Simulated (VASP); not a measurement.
Input of a VASP 6.6.1 run:

Contents of INCAR:

```
SYSTEM = AlSn
PREC = Accurate
ENCUT = 520
EDIFF = 1E-7
ISMEAR = -1
SIGMA = 0.05
LREAL = .False.
LASPH = .True.
NELM = 60
ALGO = Normal
ISIF = 2
LWAVE = .False.
LCHARG = .True.
LELF = .True.
LVHAR = .True.
NBANDS = 16
```

KPOINTS

```
Automatic mesh
0
Gamma
  7 7 8
  0 0 0
```

File POSCAR:

```
AlSn
1.0
    4.1699295613      0.0000000000      0.0000000000
   -2.0849647806      3.6112649320      0.0000000000
    0.0000000000      0.0000000000      3.2846527272
Sn Al
1 1
Direct
    0.3333333333      0.6666666667      0.5000000000
    0.0000000000      0.0000000000      0.0000000000
```

Potentials or basis: VASP PAW LDA potentials, release 64 (Sn_d, Al).

Launch:

```bash
$ cat potpaw_LDA.64/Sn_d/POTCAR potpaw_LDA.64/Al/POTCAR > POTCAR
$ mpirun -np 1 vasp_std > vasp.out
```

Question: Predict the pressure.

Answer: -2.1 GPa.

Stress tensor (GPa, compression positive):
```
-2.15  0.00  0.00
 0.00 -2.15  0.00
 0.00  0.00 -1.93
```
